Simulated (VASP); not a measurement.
# Al in VASP: a series of runs, part 2 of 2

VASP 6.6.1. Earlier steps stand in the parts before.

### Step 3. Single point, r2SCAN

Contents of POSCAR:

```
Al
1.0
   -1.6150872850      1.6150872850      1.5912190000
    1.6150872850     -1.6150872850      1.5912190000
    1.5673507150      1.5673507150     -1.5912190000
Al
1
Direct
    0.0000000000      0.0000000000      0.0000000000
```

Contents of INCAR.step1:

```
PREC = Accurate
ENCUT = 520
ISMEAR = -1
SIGMA = 0.1
LREAL = False
LASPH = True
NELM = 100
NBANDS = 8
GGA = PE
ALGO = Normal
EDIFF = 1E-4
LWAVE = True
LCHARG = False
```

Contents of INCAR.step2:

```
PREC = Accurate
ENCUT = 520
EDIFF = 1E-6
ISMEAR = -1
SIGMA = 0.1
LREAL = False
LASPH = True
NELM = 100
ALGO = Normal
ISIF = 2
LWAVE = False
LCHARG = False
METAGGA = R2SCAN
LMIXTAU = True
NBANDS = 8
ISTART = 1
```

Contents of KPOINTS:

```
regular mesh
0
Gamma
  15 15 15
```

Potentials or basis: VASP PAW PBE potentials, release 64 (Al).

On the command line:

```console
$ cat potpaw_PBE.64/Al/POTCAR > POTCAR
$ cp INCAR.step1 INCAR
$ mpirun -np 1 vasp_std > vasp.out
$ cp INCAR.step2 INCAR
$ mpirun -np 1 vasp_std > vasp.out
```

OUTCAR:

```text
PREC = Accurate
   ENCUT = 520
   EDIFF = 1E-6
   ISMEAR = -1
   LREAL = False
   LASPH = True
   NELM = 100
   ISIF = 2
   METAGGA = R2SCAN
   ISTART = 1

 ion  position               nearest neighbor table
   1  0.000  0.000  0.000-

  LATTYP: Found a face centered orthorhombic cell.
 ALAT       =     3.1824380000
 B/A-ratio  =     1.3930003589
 C/A-ratio  =     1.4354267658

  Lattice vectors:

 A1 = (  -0.0477365700,   3.1824380000,   0.0000000000)
 A2 = (  -1.6150872850,   1.6150872850,   1.5912190000)
 A3 = (   1.5673507150,   1.5673507150,   1.5912190000)

Analysis of symmetry for initial positions (statically):
=====================================================================
 Subroutine PRICEL returns:
 Original cell was already a primitive cell.

 Routine SETGRP: Setting up the symmetry group for a
 face centered orthorhombic supercell.

 Subroutine GETGRP returns: Found  8 space group operations
 (whereof  8 operations were pure point group operations)
 out of a pool of  8 trial point group operations.

The static configuration has the point symmetry D_2h.

Analysis of symmetry for dynamics (positions and initial velocities):
=====================================================================
 Subroutine PRICEL returns:
 Original cell was already a primitive cell.

 Routine SETGRP: Setting up the symmetry group for a
 face centered orthorhombic supercell.

 Subroutine GETGRP returns: Found  8 space group operations
 (whereof  8 operations were pure point group operations)
 out of a pool of  8 trial point group operations.

The dynamic configuration has the point symmetry D_2h.

 Subroutine INISYM returns: Found  8 space group operations
 (whereof  8 operations are pure point group operations),
 and found     1 'primitive' translations

----------------------------------------------------------------------------------------

                                     Primitive cell

  volume of cell :      16.1121

  direct lattice vectors                    reciprocal lattice vectors
    -1.615087285  1.615087285  1.591219000     0.004714428  0.314295220  0.314224503
     1.615087285 -1.615087285  1.591219000     0.314295220  0.004714428  0.314224503
     1.567350715  1.567350715 -1.591219000     0.319009648  0.319009648  0.000000000

  length of vectors
     2.783701094  2.783701094  2.728581029     0.444455565  0.444455565  0.451147771

  position of ions in fractional coordinates (direct lattice)
     0.000000000  0.000000000  0.000000000

  ion indices of the primitive-cell ions
   primitive index   ion index
                 1           1

----------------------------------------------------------------------------------------

 KPOINTS: regular mesh

Automatic generation of k-mesh.
 Grid dimensions read from file:
 generate k-points for:   15   15   15

 Generating k-lattice:

  Cartesian coordinates                     Fractional coordinates (reciprocal lattice)
     0.000314295  0.020953015  0.020948300     0.066666667  0.000000000  0.000000000
     0.020953015  0.000314295  0.020948300     0.000000000  0.066666667  0.000000000
     0.021267310  0.021267310  0.000000000     0.000000000  0.000000000  0.066666667

  Length of vectors
     0.029630371  0.029630371  0.030076518

  Shift w.r.t. Gamma in fractional coordinates (k-lattice)
     0.000000000  0.000000000  0.000000000

 Subroutine IBZKPT returns following result:
 ===========================================

 Found    512 irreducible k-points:

 Following reciprocal coordinates:
            Coordinates               Weight
  0.000000  0.000000  0.000000      1.000000
  0.066667 -0.000000  0.000000      8.000000
  0.133333 -0.000000  0.000000      8.000000
  0.200000  0.000000  0.000000      8.000000
  0.266667 -0.000000  0.000000      8.000000
  0.333333  0.000000  0.000000      8.000000
[... 16 lines left out ...]
  0.133333  0.133333  0.000000      4.000000
  0.200000  0.133333  0.000000      8.000000
 [... further k-points ...]
   k-points           NKPTS =    512   k-points in BZ     NKDIM =    512   number of bands    NBANDS=      8
   number of dos      NEDOS =    301   number of ions     NIONS =      1
   total plane-waves  NPLWV =  11520
   dimension x,y,z NGX =    24 NGY =   24 NGZ =   20
   dimension x,y,z NGXF=    48 NGYF=   48 NGZF=   40
   ions per type =               1
   NGX,Y,Z   is equivalent  to a cutoff of  14.33, 14.33, 12.19 a.u.
   NGXF,Y,Z  is equivalent  to a cutoff of  28.67, 28.67, 24.37 a.u.
 SYSTEM =  unknown system
   PREC   = accura    normal or accurate (medium, high low for compatibility)
   ISTART =      1    job   : 0-new  1-cont  2-samecut
   ICHARG =      0    charge: 1-file 2-atom 10-const
   ISPIN  =      1    spin polarized calculation?
   LNONCOLLINEAR =      F non collinear calculations
   LSORBIT =      F    spin-orbit coupling
   LASPH  =      T    aspherical Exc in radial PAW
   ENCUT  =  520.0 eV  38.22 Ry    6.18 a.u.   5.18  5.18  5.07*2*pi/ulx,y,z
   NELM   =    100;   NELMIN=  2; NELMDL=  0     # of ELM steps
   EDIFF  = 0.1E-05   stopping-criterion for ELM
   LREAL  =      F    real-space projection
   EDIFFG = 0.1E-04   stopping-criterion for IOM
   NSW    =      0    number of steps for IOM
   IBRION =     -1    ionic relax: 0-MD 1-quasi-New 2-CG
   NFREE  =      0    steps in history (QN), initial steepest desc. (CG)
   ISIF   =      2    stress and relaxation
   ISYM   =      2    0-nonsym 1-usesym 2-fastsym
   POTIM  = 0.5000    time-step for ionic-motion
   TEBEG  =    0.0;   TEEND  =   0.0 temperature during run
   PSTRESS=    0.0 pullay stress
   NELECT =       3.0000    total number of electrons
   NUPDOWN=      -1.0000    fix difference up-down
   EMIN   =  10.00;   EMAX   =-10.00  energy-range for DOS
   EFERMI =   0.00;   METHOD = LEGACY
   ISMEAR =    -1;   SIGMA  =   0.10  broadening in eV -4-tet -1-fermi 0-gaus
   EFERMI_NEDOS =   21; number of points for ismear=-14 and -15
   IALGO  =     38    algorithm
   IMIX   =      4    mixing-type and parameters
     AMIX     =   0.40;   BMIX     =  1.00
     AMIX_MAG =   1.60;   BMIX_MAG =  1.00
  volume/ion in A,a.u.               =      16.11       108.73
  Fermi-wavevector in a.u.,A,eV,Ry     =   0.934827  1.766567 11.890150  0.873901
  Thomas-Fermi vector in A             =   2.061672
   LORBIT       =      0    0 simple, 1 ext, 2 COOP (PROOUT), +10 PAW based schemes
   METAGGA = R2SCAN    functional components
   LHFCALC =     F    Hartree Fock is set to
   AEXX    =    0.0000 exact exchange contribution
   IVDW    =     0    specifies the selected vdW correction
   LEPSILON=     F    determine dielectric tensor
   LRPA    =     F    only Hartree local field effects (RPA)
 non-spin polarized calculation
  energy-cutoff  :      520.00
  volume of cell :       16.11
 maximum number of plane-waves:       445
 NGX is ok and might be reduce to    24
   NGX = 11   NGY = 11   NGZ = 11

 number of electron       3.0000000 magnetization

 Free energy of the ion-electron system (eV)
  ---------------------------------------------------
  ext. energy  EPLUGINS =         0.00000000
  ---------------------------------------------------
  free energy    TOTEN  =        -6.62968236 eV

  energy without entropy =       -6.61727120  energy(sigma->0) =       -6.62347678

 E-fermi :   8.2841     XC(G=0): -11.0102

 val. band max:        8.2626458754   @ k =   0.3333   0.0667   0.2667
 cond. band min:       8.2845431145   @ k =   0.4667   0.2000   0.0667
 fundamental gap:      0.0218972391
 Fermi energy:         8.2840672617

 k-point     1 :       0.0000    0.0000    0.0000
  band No.  band energies     occupation
      1      -3.7478      2.00000
      2      22.2407      0.00000
      3      22.3368      0.00000
      4      22.7005      0.00000
      5      24.0810      0.00000
      6      24.5768      0.00000
      7      24.9179      0.00000
      8      25.7430      0.00000
[... 243 lines left out ...]
 k-point    24 :       0.2000    0.1333    0.0000
  band No.  band energies     occupation
      1      -1.1206      2.00000
      2      12.4778      0.00000
      3      14.3601      0.00000
      4      18.7401      0.00000
      5      22.5556      0.00000
      6      23.8326      0.00000
      7      26.1438      0.00000
      8      28.4293      0.00000

 [... further k-points ...]
[... 5 lines left out ...]
  --------------------------------------------------------------------------------------
  -------------------------------------------------------------------------------------
  Total        0.0407532      0.0407532      0.0037539      0.1666868      0.0000000      0.0000000
  in kB        4.0524771      4.0524771      0.3732851     16.5752319      0.0000000      0.0000000
  external PRESSURE =       2.8260797 kB  Pullay stress =       0.0000000 kB

 VOLUME and BASIS-vectors are now :
 -----------------------------------------------------------------------------
  energy-cutoff  :      520.00
  volume of cell :       16.11
      direct lattice vectors                 reciprocal lattice vectors
    -1.615087285  1.615087285  1.591219000     0.004714428  0.314295220  0.314224503
     1.615087285 -1.615087285  1.591219000     0.314295220  0.004714428  0.314224503
     1.567350715  1.567350715 -1.591219000     0.319009648  0.319009648  0.000000000

 POSITION                                       TOTAL-FORCE (eV/Angst)
 -----------------------------------------------------------------------------------
      0.00000      0.00000      0.00000        -0.000000      0.000000      0.000000
 -----------------------------------------------------------------------------------
    total drift:                                0.000000      0.000000      0.000000

  FREE ENERGIE OF THE ION-ELECTRON SYSTEM (eV)
  ---------------------------------------------------
  free  energy   TOTEN  =        -6.6296823593 eV

  energy  without entropy=       -6.6172712018  energy(sigma->0) =       -6.62347678
```

OSZICAR.step1:

```text
N       E                     dE             d eps       ncg     rms          rms(c)
DAV:   1    -0.222235438992E+01   -0.22224E+01   -0.87633E+02  8200   0.206E+02
DAV:   2    -0.366466926224E+01   -0.14423E+01   -0.13791E+01 11520   0.188E+01
DAV:   3    -0.367198575380E+01   -0.73165E-02   -0.73134E-02  9936   0.150E+00
DAV:   4    -0.367200659458E+01   -0.20841E-04   -0.20841E-04 12160   0.733E-02
DAV:   5    -0.367200665168E+01   -0.57097E-07   -0.56980E-07 10032   0.259E-03    0.129E+00
DAV:   6    -0.365722674111E+01    0.14780E-01   -0.18713E-03  9080   0.196E-01    0.744E-01
DAV:   7    -0.364693998784E+01    0.10287E-01   -0.55900E-03  9040   0.317E-01    0.144E-01
DAV:   8    -0.364693361848E+01    0.63694E-05   -0.20721E-05 10784   0.311E-02
   1 F= -.36469336E+01 E0= -.36402858E+01  d E =-.132957E-01
```

Run time: 84 s. Hardware: 1 thread of Intel Xeon Platinum 8488C (Sapphire Rapids), shared host; peak memory 0.17 GiB.

What came out:

| Property | Result |
| --- | --- |
| Free energy | -6.6297 eV |
| Pressure | 0.3 GPa |

Caveat: the PAW data sets were made with another functional, which shifts forces and pressure a little.

### Step 4. Single point, r2SCAN

Contents of POSCAR:

```
Al
1.0
   -1.6031531425      1.6031531425      1.5912190000
    1.6031531425     -1.6031531425      1.5912190000
    1.5792848575      1.5792848575     -1.5912190000
Al
1
Direct
    0.0000000000      0.0000000000      0.0000000000
```

Contents of INCAR.step1:

```
  ALGO = Normal
  EDIFF = 1E-4
  ENCUT = 520
  GGA = PE
  ISMEAR = -1
  LASPH = True
  LCHARG = False
  LREAL = False
  LWAVE = True
  NBANDS = 8
  NELM = 80
  PREC = Accurate
  SIGMA = 0.1
```

Contents of INCAR.step2:

```
  ALGO = Normal
  EDIFF = 1E-7
  ENCUT = 520
  ISIF = 2
  ISMEAR = -1
  ISTART = 1
  LASPH = True
  LCHARG = False
  LMIXTAU = True
  LREAL = False
  LWAVE = False
  METAGGA = R2SCAN
  NBANDS = 8
  NELM = 80
  PREC = Accurate
  SIGMA = 0.1
```

Contents of KPOINTS:

```
k-points
0
Gamma
  15 15 15
```

On the command line:

```console
$ cat potpaw_PBE.64/Al/POTCAR > POTCAR
$ cp INCAR.step1 INCAR
$ mpirun -np 1 vasp_std > vasp.out
$ cp INCAR.step2 INCAR
$ mpirun -np 1 vasp_std > vasp.out
```

Wall time 89 s (1 thread of Intel Xeon Platinum 8488C (Sapphire Rapids), shared host); peak memory 0.17 GiB.

The run converged. Its results:

| Quantity | Value |
| --- | --- |
| Free energy | -6.6315 eV |
| Pressure | 0.2 GPa |

Stress tensor (GPa, compression positive):
```
0.23 0.80 0.00
0.80 0.23 0.00
0.00 0.00 0.10
```

Levels at points of the mesh, in eV from the Fermi level:
| k point | band 1 | band 2 | band 3 | band 4 | band 5 | band 6 |
| --- | --- | --- | --- | --- | --- | --- |
| (0.00, 0.00, 0.00) | -12.03 | 14.06 | 14.15 | 14.29 | 16.05 | 16.28 |

Caveat: the PAW data sets were made with another functional, which shifts forces and pressure a little.

### Step 5. Single point, r2SCAN

Contents of POSCAR:

```
Al
1.0
   -1.5792848575      1.5792848575      1.5912190000
    1.5792848575     -1.5792848575      1.5912190000
    1.6031531425      1.6031531425     -1.5912190000
Al
1
Direct
    0.0000000000      0.0000000000      0.0000000000
```

Contents of INCAR.step1:

```
SYSTEM = Al
PREC = Accurate
ENCUT = 520
ISMEAR = -1
SIGMA = 0.1
LREAL = .FALSE.
LASPH = .TRUE.
NELM = 100
NBANDS = 8
GGA = PE
ALGO = Normal
EDIFF = 1E-4
LWAVE = .TRUE.
LCHARG = .FALSE.
```

Contents of INCAR.step2:

```
SYSTEM = Al
PREC = Accurate
ENCUT = 520
EDIFF = 1E-7
ISMEAR = -1
SIGMA = 0.1
LREAL = .FALSE.
LASPH = .TRUE.
NELM = 100
ALGO = Normal
ISIF = 2
LWAVE = .FALSE.
LCHARG = .TRUE.
METAGGA = R2SCAN
LMIXTAU = .TRUE.
LELF = .TRUE.
LVHAR = .TRUE.
NBANDS = 8
ISTART = 1
```

Contents of KPOINTS:

```
Automatic mesh
0
G
  15 15 15
  0 0 0
```

On the command line:

```console
$ cat potpaw_PBE.64/Al/POTCAR > POTCAR
$ cp INCAR.step1 INCAR
$ mpirun -np 1 vasp_std > vasp.out
$ cp INCAR.step2 INCAR
$ mpirun -np 1 vasp_std > vasp.out
```

It took 1.7 min on 1 thread of Intel Xeon Platinum 8488C (Sapphire Rapids), shared host; peak memory 0.17 GiB.

It converged, with:

| Property | Result |
| --- | --- |
| Free energy | -6.6315 eV |
| Pressure | 0.2 GPa |

Stress tensor (GPa, compression positive):
```
 0.23 -0.80  0.00
-0.80  0.23  0.00
 0.00  0.00  0.10
```

Levels at points of the mesh, in eV from the Fermi level:
```tsv
k point	band 1	band 2	band 3	band 4
(0.00, 0.00, 0.00)	-12.03	14.06	14.15	14.29
```

Caveat: the PAW data sets were made with another functional, which shifts forces and pressure a little.

### Step 6. Single point, r2SCAN

Contents of POSCAR:

```
Al
1.0
   -1.5673507150      1.5673507150      1.5912190000
    1.5673507150     -1.5673507150      1.5912190000
    1.6150872850      1.6150872850     -1.5912190000
Al
1
Direct
    0.0000000000      0.0000000000      0.0000000000
```

Contents of INCAR.step1:

```
SYSTEM = Al
PREC = Accurate
ENCUT = 520
ISMEAR = -1
SIGMA = 0.1
LREAL = .False.
LASPH = .True.
NELM = 100
NBANDS = 8
GGA = PE
ALGO = Normal
EDIFF = 1E-4
LWAVE = .True.
LCHARG = .False.
```

Contents of INCAR.step2:

```
SYSTEM = Al
PREC = Accurate
ENCUT = 520
EDIFF = 1E-6
ISMEAR = -1
SIGMA = 0.1
LREAL = .False.
LASPH = .True.
NELM = 100
ALGO = Normal
ISIF = 2
LWAVE = .False.
LCHARG = .False.
METAGGA = R2SCAN
LMIXTAU = .True.
NBANDS = 8
ISTART = 1
```

Contents of KPOINTS:

```
Automatic mesh
0
Gamma
  15 15 15
  0 0 0
```

Potentials or basis: VASP PAW PBE potentials, release 64 (Al).

On the command line:

```console
$ cat potpaw_PBE.64/Al/POTCAR > POTCAR
$ cp INCAR.step1 INCAR
$ mpirun -np 1 vasp_std > vasp.out
$ cp INCAR.step2 INCAR
$ mpirun -np 1 vasp_std > vasp.out
```

Run time: 99 s. Hardware: 1 thread of Intel Xeon Platinum 8488C (Sapphire Rapids), shared host; peak memory 0.17 GiB.

Results (log left out):

| Property | Result |
| --- | --- |
| Free energy | -6.6297 eV |
| Pressure | 0.3 GPa |

Stress tensor (GPa, compression positive):
```
 0.41 -1.66  0.00
-1.66  0.41  0.00
 0.00  0.00  0.04
```

Levels at points of the mesh, in eV from the Fermi level:
```csv
k point,band 1,band 2,band 3,band 4
"(0.00, 0.00, 0.00)",-12.03,13.96,14.05,14.42
```

Caveat: the PAW data sets were made with another functional, which shifts forces and pressure a little.

### Step 7. Summary

| cell | gap on the mesh (eV) | pressure (GPa) |
| --- | --- | --- |
| a = 2.756 Å, angles 109.5°, 1 atom | none | 0.2 |
| a = 2.784, b = 2.784, c = 2.729 Å, angles 109.5, 109.5, 110.3°, 1 atom | none | 0.3 |
| a = 2.770, b = 2.770, c = 2.742 Å, angles 109.5, 109.5, 109.9°, 1 atom | none | 0.2 |
| a = 2.742, b = 2.742, c = 2.770 Å, angles 109.5, 109.5, 109.1°, 1 atom | none | 0.2 |
| a = 2.729, b = 2.729, c = 2.784 Å, angles 109.5, 109.5, 108.7°, 1 atom | none | 0.3 |

Alike in all rows: task single point; level r2SCAN; potentials or basis VASP PAW PBE potentials, release 64 (Al); no spin polarisation; k mesh 15 × 15 × 15; cutoff (eV) 520; smearing fermi-dirac 0.1 eV.

Caveats: the PAW data sets were made with another functional, which shifts forces and pressure a little.

Total energies depend on the potentials used, so only differences within one code and one set of settings carry meaning.
